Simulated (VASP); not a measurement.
A run of VASP 6.6.1:

File INCAR:

```
PREC = Accurate ; ENCUT = 520
EDIFF = 1E-6 ; ISMEAR = -1
SIGMA = 0.1 ; LREAL = False
LASPH = True ; NELM = 150
ALGO = Normal ; ISIF = 2
LWAVE = False ; LCHARG = False
ISPIN = 2 ; MAGMOM = 1 1
LORBIT = 11 ; LMAXMIX = 4
GGA = PS ; NBANDS = 21
```

File KPOINTS:

```
Automatic mesh
0
Gamma
  17 17 12
```

The input POSCAR:

```
Ni
1.0
    1.7321712193      1.7321712193      0.0000000000
   -1.7321712193      1.7321712193      0.0000000000
    0.0000000000      0.0000000000      3.4643424387
Ni
2
Direct
    0.0000000000      0.0000000000      0.0000000000
    0.5000000000      0.5000000000      0.5000000000
```

Potentials or basis: VASP PAW PBE potentials, release 64 (Ni).

Command:

```console
$ cat potpaw_PBE.64/Ni/POTCAR > POTCAR
$ mpirun -np 1 vasp_std > vasp.out
```

Hardware: 1 thread of Oxide Virtual Turin-like Processor (shared host).

Question: Estimate the wall time of this run.

Answer: Wall time 3.9 min on 1 thread of Oxide Virtual Turin-like Processor, with other jobs on the host, peak memory 0.25 GiB. Counts: scf iterations 13, k points 315.
